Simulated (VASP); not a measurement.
# TaWC2 (R-3m) in VASP: further runs

The runs below take TaWC2 through single point, with PBE.

Everything below comes from runs of VASP 6.6.1. Logs are shortened: lines on timing, memory, paths and dates and some standing lists are left out, and cuts for length are marked.

### 1 The cell of the first run

The structure is trigonal, space group R-3m (No. 166). The conventional cell has a = 3.144 Å, b = 3.144 Å, c = 14.999 Å, α = 90.00°, β = 90.00°, γ = 120.00°. Within 2.9 Å of W (site symmetry -3m) lie 6 C at 2.20 Å. Within 2.9 Å of Ta (site symmetry -3m) lie 6 C at 2.21 Å. C (site symmetry 3m) has 3 W at 2.20 Å and 3 Ta at 2.21 Å within 2.9 Å.

### 2 Single point, PBE

Input file INCAR:

```
PREC     = Accurate       # precision mode
ENCUT    = 520            # plane-wave cutoff, eV
EDIFF    = 1E-7           # SCF threshold, eV
ISMEAR   = -1             # smearing method
SIGMA    = 0.05           # smearing width, eV
LREAL    = F              # projectors in reciprocal space
LASPH    = T              # aspherical terms in the spheres
NELM     = 100            # most SCF steps
ALGO     = Normal         # electronic algorithm
ISIF     = 2              # what is computed and relaxed
LWAVE    = F              # write WAVECAR
LCHARG   = T              # write CHGCAR
GGA      = PE             # functional
LELF     = T              # ELF
LVHAR    = T            
NBANDS   = 24             # bands
```

Input file KPOINTS:

```
regular mesh
0
Gamma
  8 8 8
```

Input file POSCAR:

```
TaWC2
1.0
    1.5718551461      0.9075109917      4.9995872785
   -1.5718551461      0.9075109917      4.9995872785
    0.0000000000     -1.8150219835      4.9995872785
W Ta C
1 1 2
Direct
    0.0000000000      0.0000000000      0.0000000000
    0.5000000000      0.5000000000      0.5000000000
    0.2509330000      0.2509330000      0.2509330000
    0.7490670000      0.7490670000      0.7490670000
```

Potentials or basis: VASP PAW PBE potentials, release 64 (W_sv, Ta_pv, C).

Launch:

```sh
$ cat potpaw_PBE.64/W_sv/POTCAR potpaw_PBE.64/Ta_pv/POTCAR potpaw_PBE.64/C/POTCAR > POTCAR
$ mpirun -np 1 vasp_std > vasp.out
```

OUTCAR:

```text
PREC = Accurate
   ENCUT = 520
   EDIFF = 1E-7
   ISMEAR = -1
   LREAL = F
   LASPH = T
   NELM = 100
   ISIF = 2
   GGA = PE

 ion  position               nearest neighbor table
   1  0.000  0.000  0.000-   4 2.20   4 2.20   3 2.20   3 2.20   4 2.20   3 2.20   2 3.09   2 3.09
                             2 3.09   2 3.09   2 3.09   2 3.09
   2  0.500  0.500  0.500-   3 2.21   3 2.21   4 2.21   4 2.21   3 2.21   4 2.21   1 3.09   1 3.09
                             1 3.09   1 3.09   1 3.09   1 3.09
   3  0.251  0.251  0.251-   1 2.20   1 2.20   1 2.20   2 2.21   2 2.21   2 2.21
   4  0.749  0.749  0.749-   1 2.20   1 2.20   1 2.20   2 2.21   2 2.21   2 2.21

  LATTYP: Found a trigonal (rhomboedric) cell.
 ALAT       =     5.3188511688
 COS(alpha) =     0.8253295811

  Lattice vectors:

 A1 = (   1.5718551461,   0.9075109917,   4.9995872785)
 A2 = (  -1.5718551461,   0.9075109917,   4.9995872785)
 A3 = (   0.0000000000,  -1.8150219835,   4.9995872785)

Analysis of symmetry for initial positions (statically):
=====================================================================
 Subroutine PRICEL returns:
 Original cell was already a primitive cell.

 Routine SETGRP: Setting up the symmetry group for a
 trigonal (rhombohedral) supercell.

 Subroutine GETGRP returns: Found 12 space group operations
 (whereof 12 operations were pure point group operations)
 out of a pool of 12 trial point group operations.

The static configuration has the point symmetry D_3d.

Analysis of symmetry for dynamics (positions and initial velocities):
=====================================================================
 Subroutine PRICEL returns:
 Original cell was already a primitive cell.

 Routine SETGRP: Setting up the symmetry group for a
 trigonal (rhombohedral) supercell.

 Subroutine GETGRP returns: Found 12 space group operations
 (whereof 12 operations were pure point group operations)
 out of a pool of 12 trial point group operations.

The dynamic configuration has the point symmetry D_3d.

 Subroutine INISYM returns: Found 12 space group operations
 (whereof 12 operations are pure point group operations),
 and found     1 'primitive' translations

----------------------------------------------------------------------------------------

                                     Primitive cell

[... 86 lines left out ...]
   ISTART =      0    job   : 0-new  1-cont  2-samecut
   ICHARG =      2    charge: 1-file 2-atom 10-const
   ISPIN  =      1    spin polarized calculation?
   LNONCOLLINEAR =      F non collinear calculations
   LSORBIT =      F    spin-orbit coupling
   LASPH  =      T    aspherical Exc in radial PAW
   ENCUT  =  520.0 eV  38.22 Ry    6.18 a.u.   9.89  9.89  9.89*2*pi/ulx,y,z
   NELM   =    100;   NELMIN=  2; NELMDL= -5     # of ELM steps
   EDIFF  = 0.1E-06   stopping-criterion for ELM
   LREAL  =      F    real-space projection
   EDIFFG = 0.1E-05   stopping-criterion for IOM
   NSW    =      0    number of steps for IOM
   IBRION =     -1    ionic relax: 0-MD 1-quasi-New 2-CG
   NFREE  =      0    steps in history (QN), initial steepest desc. (CG)
   ISIF   =      2    stress and relaxation
   ISYM   =      2    0-nonsym 1-usesym 2-fastsym
   POTIM  = 0.5000    time-step for ionic-motion
   TEBEG  =    0.0;   TEEND  =   0.0 temperature during run
   PSTRESS=    0.0 pullay stress
   NELECT =      33.0000    total number of electrons
   NUPDOWN=      -1.0000    fix difference up-down
   EMIN   =  10.00;   EMAX   =-10.00  energy-range for DOS
   EFERMI =   0.00;   METHOD = LEGACY
   ISMEAR =    -1;   SIGMA  =   0.05  broadening in eV -4-tet -1-fermi 0-gaus
   EFERMI_NEDOS =   21; number of points for ismear=-14 and -15
   IALGO  =     38    algorithm
   IMIX   =      4    mixing-type and parameters
     AMIX     =   0.40;   BMIX     =  1.00
     AMIX_MAG =   1.60;   BMIX_MAG =  1.00
  volume/ion in A,a.u.               =      10.70        72.19
  Fermi-wavevector in a.u.,A,eV,Ry     =   1.501284  2.837015 30.665543  2.253854
  Thomas-Fermi vector in A             =   2.612675
   LORBIT       =      0    0 simple, 1 ext, 2 COOP (PROOUT), +10 PAW based schemes
   GGA     = PE    functional components
[... 5 lines left out ...]
 non-spin polarized calculation
  energy-cutoff  :      520.00
  volume of cell :       42.79
 maximum number of plane-waves:      1168
   NGX = 19   NGY = 19   NGZ = 19

 number of electron      32.9999999 magnetization

 Free energy of the ion-electron system (eV)
  ---------------------------------------------------
  ext. energy  EPLUGINS =         0.00000000
  ---------------------------------------------------
  free energy    TOTEN  =       -43.80124923 eV

  energy without entropy =      -43.78651591  energy(sigma->0) =      -43.79388257

 E-fermi :  10.5403     XC(G=0): -13.5055

 val. band max:       10.5339377437   @ k =  -0.3750   0.1250  -0.0000
 cond. band min:      10.5477731998   @ k =  -0.3750   0.1250   0.1250
 fundamental gap:      0.0138354561
 Fermi energy:        10.5403174174

 k-point     1 :       0.0000    0.0000    0.0000
  band No.  band energies     occupation
      1     -64.8045      2.00000
      2     -29.0800      2.00000
      3     -28.8973      2.00000
      4     -28.8973      2.00000
      5     -25.1324      2.00000
      6     -24.7710      2.00000
[... 637 lines left out ...]
     23      14.9893      0.00000
     24      15.7630      0.00000

 [... further k-points ...]

------------------------ aborting loop because EDIFF is reached ----------------------------------------

  FORCE on cell =-STRESS in cart. coord.  units (eV):
  Direction    XX          YY          ZZ          XY          YZ          ZX
  --------------------------------------------------------------------------------------
  -------------------------------------------------------------------------------------
  Total        0.6072558      0.6072558      3.0114644      0.0000000     -0.0000000      0.0000000
  in kB       22.7369621     22.7369621    112.7556987      0.0000000     -0.0000000      0.0000000
  external PRESSURE =      52.7432077 kB  Pullay stress =       0.0000000 kB

 VOLUME and BASIS-vectors are now :
 -----------------------------------------------------------------------------
  energy-cutoff  :      520.00
  volume of cell :       42.79
      direct lattice vectors                 reciprocal lattice vectors
     1.571855146  0.907510992  4.999587278     0.318095469  0.183652505  0.066672170
    -1.571855146  0.907510992  4.999587278    -0.318095469  0.183652505  0.066672170
     0.000000000 -1.815021984  4.999587278     0.000000000 -0.367305009  0.066672170

 POSITION                                       TOTAL-FORCE (eV/Angst)
 -----------------------------------------------------------------------------------
      0.00000      0.00000      0.00000         0.000000      0.000000      0.000000
      0.00000     -0.00000      7.49938        -0.000000     -0.000000      0.000000
      0.00000     -0.00000      3.76368        -0.000000     -0.000000      0.080420
      0.00000     -0.00000     11.23508        -0.000000      0.000000     -0.080420
 -----------------------------------------------------------------------------------
    total drift:                                0.000000      0.000000      0.000000

  FREE ENERGIE OF THE ION-ELECTRON SYSTEM (eV)
  ---------------------------------------------------
  free  energy   TOTEN  =       -43.8012492325 eV

  energy  without entropy=      -43.7865159134  energy(sigma->0) =      -43.79388257
```

OSZICAR:

```text
N       E                     dE             d eps       ncg     rms          rms(c)
DAV:   1     0.268645546148E+03    0.26865E+03   -0.16782E+04  3120   0.146E+03
DAV:   2    -0.376181921407E+02   -0.30626E+03   -0.29317E+03  3544   0.423E+02
DAV:   3    -0.507254873242E+02   -0.13107E+02   -0.12884E+02  3984   0.816E+01
DAV:   4    -0.509134517132E+02   -0.18796E+00   -0.18782E+00  3440   0.102E+01
DAV:   5    -0.509159974119E+02   -0.25457E-02   -0.25454E-02  4000   0.114E+00    0.401E+01
DAV:   6    -0.441041464815E+02    0.68119E+01   -0.28292E+01  3584   0.344E+01    0.126E+01
DAV:   7    -0.440107448320E+02    0.93402E-01   -0.27349E+00  3888   0.115E+01    0.890E+00
DAV:   8    -0.438333895211E+02    0.17736E+00   -0.92001E-01  3776   0.639E+00    0.448E+00
DAV:   9    -0.438020457681E+02    0.31344E-01   -0.80332E-02  3864   0.202E+00    0.484E-01
DAV:  10    -0.438013325218E+02    0.71325E-03   -0.42519E-03  3976   0.414E-01    0.179E-01
DAV:  11    -0.438012449288E+02    0.87593E-04   -0.66124E-04  3832   0.198E-01    0.687E-02
DAV:  12    -0.438012512585E+02   -0.63296E-05   -0.59113E-05  3752   0.526E-02    0.237E-02
DAV:  13    -0.438012496090E+02    0.16495E-05   -0.18651E-06  3896   0.106E-02    0.238E-03
DAV:  14    -0.438012492691E+02    0.33983E-06   -0.33317E-07  3592   0.410E-03    0.753E-04
DAV:  15    -0.438012492325E+02    0.36601E-07   -0.32346E-08  1904   0.115E-03
   1 F= -.43801249E+02 E0= -.43793883E+02  d E =-.147333E-01
```

Run time: 3.2 min. Hardware: 1 thread of Intel Xeon 8259CL, shared host; peak memory 0.28 GiB.

Results:

```yaml
Free_energy: -43.8012 eV
Pressure: 5.3 GPa
Largest_force: 0.080 eV/Å
Band_gap_on_the_k_mesh: zero (an odd number of electrons rules out a gap without spin polarisation)
```

Forces in eV/Å, atoms in the order of the input:
```
W    0.000  0.000  0.000
Ta   0.000  0.000  0.000
C    0.000  0.000  0.080
C    0.000  0.000 -0.080
```

Caveat: the cell stands under pressure; spin-orbit coupling is left out, which moves the levels of the heavy elements.

### 3 Single point, PBE

This run uses another cell than the first one, of 10.81 Å³/atom.

Input file INCAR:

```
PREC     = Accurate       # precision mode
ENCUT    = 520            # plane-wave cutoff, eV
EDIFF    = 1E-6           # SCF threshold, eV
ISMEAR   = -1             # smearing method
SIGMA    = 0.05           # smearing width, eV
LREAL    = F              # projectors in reciprocal space
LASPH    = T              # aspherical terms in the spheres
NELM     = 60             # most SCF steps
ALGO     = Normal         # electronic algorithm
ISIF     = 2              # what is computed and relaxed
LWAVE    = F              # write WAVECAR
LCHARG   = F              # write CHGCAR
GGA      = PE             # functional
NBANDS   = 24             # bands
```

Input file KPOINTS:

```
Automatic mesh
0
Gamma
  8 8 8
```

Input file POSCAR:

```
TaWC2
1.0
    1.5718551461      0.9075109917      5.0506034752
   -1.5718551461      0.9075109917      5.0506034752
    0.0000000000     -1.8150219835      5.0506034752
W Ta C
1 1 2
Direct
    0.0000000000      0.0000000000      0.0000000000
    0.5000000000      0.5000000000      0.5000000000
    0.2509330000      0.2509330000      0.2509330000
    0.7490670000      0.7490670000      0.7490670000
```

Potentials or basis: VASP PAW PBE potentials, release 64 (W_sv, Ta_pv, C).

Launch:

```sh
$ cat potpaw_PBE.64/W_sv/POTCAR potpaw_PBE.64/Ta_pv/POTCAR potpaw_PBE.64/C/POTCAR > POTCAR
$ mpirun -np 1 vasp_std > vasp.out
```

Run time: 2.9 min. Hardware: 1 thread of Intel Xeon 8259CL, shared host; peak memory 0.29 GiB.

The run converged. Its results:

* Free energy: -43.8240 eV
* Pressure: 1.6 GPa
* Largest force: 0.075 eV/Å
* Band gap on the k mesh: zero (an odd number of electrons rules out a gap without spin polarisation)

Forces in eV/Å, atoms in the order of the input:
```
W    0.000  0.000  0.000
Ta   0.000  0.000  0.000
C    0.000  0.000  0.075
C    0.000  0.000 -0.075
```

Stress tensor (GPa, compression positive):
```
-0.26  0.00  0.00
 0.00 -0.26  0.00
 0.00  0.00  5.25
```

Levels at points of the mesh, in eV from the Fermi level:
| k point | band 15 | band 16 | band 17 | band 18 | band 19 | band 20 |
| --- | --- | --- | --- | --- | --- | --- |
| (0.00, 0.00, 0.00) | -1.97 | -0.86 | -0.86 | -0.73 | -0.22 | -0.22 |
| (0.50, 0.00, 0.00) | -4.53 | -1.25 | -0.69 | 1.40 | 2.08 | 3.08 |
| (0.50, 0.50, 0.00) | -2.26 | -2.11 | 1.15 | 1.64 | 1.81 | 2.63 |
| (0.50, 0.50, 0.50) | -4.45 | -1.01 | -1.01 | 0.17 | 0.17 | 0.21 |

Caveat: spin-orbit coupling is left out, which moves the levels of the heavy elements.

### 4 Single point, PBE

This run uses another cell than the first one, of 10.92 Å³/atom.

Input file INCAR:

```
SYSTEM = TaWC2
PREC = Accurate ; ENCUT = 520
EDIFF = 1E-6 ; ISMEAR = -1
SIGMA = 0.05 ; LREAL = .FALSE.
LASPH = .TRUE. ; NELM = 100
ALGO = Normal ; ISIF = 2
LWAVE = .FALSE. ; LCHARG = .FALSE.
GGA = PE ; NBANDS = 24
```

Input file KPOINTS:

```
regular mesh
0
G
  8 8 8
  0 0 0
```

Input file POSCAR:

```
TaWC2
1.0
    1.5718551461      0.9075109917      5.1016196719
   -1.5718551461      0.9075109917      5.1016196719
    0.0000000000     -1.8150219835      5.1016196719
W Ta C
1 1 2
Direct
    0.0000000000      0.0000000000      0.0000000000
    0.5000000000      0.5000000000      0.5000000000
    0.2509330000      0.2509330000      0.2509330000
    0.7490670000      0.7490670000      0.7490670000
```

Launch:

```sh
$ cat potpaw_PBE.64/W_sv/POTCAR potpaw_PBE.64/Ta_pv/POTCAR potpaw_PBE.64/C/POTCAR > POTCAR
$ mpirun -np 1 vasp_std > vasp.out
```

It took 3 min on 1 thread of Intel Xeon 8259CL, shared host; peak memory 0.28 GiB.

The run converged. Its results:

- Free energy: -43.8303 eV
- Pressure: -1.9 GPa
- Largest force: 0.070 eV/Å
- Band gap on the k mesh: zero (an odd number of electrons rules out a gap without spin polarisation)

Forces on the atoms (eV/Å):
```
W    0.000  0.000  0.000
Ta   0.000  0.000  0.000
C    0.000  0.000  0.070
C    0.000  0.000 -0.070
```

Stress tensor (GPa, compression positive):
```
-2.56  0.00  0.00
 0.00 -2.56  0.00
 0.00  0.00 -0.64
```

Levels at points of the mesh, in eV from the Fermi level:
```csv
k point,band 15,band 16,band 17,band 18,band 19,band 20
"(0.00, 0.00, 0.00)",-2.03,-0.82,-0.82,-0.76,-0.22,-0.22
"(0.50, 0.00, 0.00)",-4.44,-1.29,-0.73,1.44,2.13,3.11
"(0.50, 0.50, 0.00)",-2.20,-2.13,1.20,1.63,1.79,2.53
"(0.50, 0.50, 0.50)",-4.35,-0.96,-0.96,0.21,0.21,0.22
```

Caveat: spin-orbit coupling is left out, which moves the levels of the heavy elements.

[end of part 1 of 2]
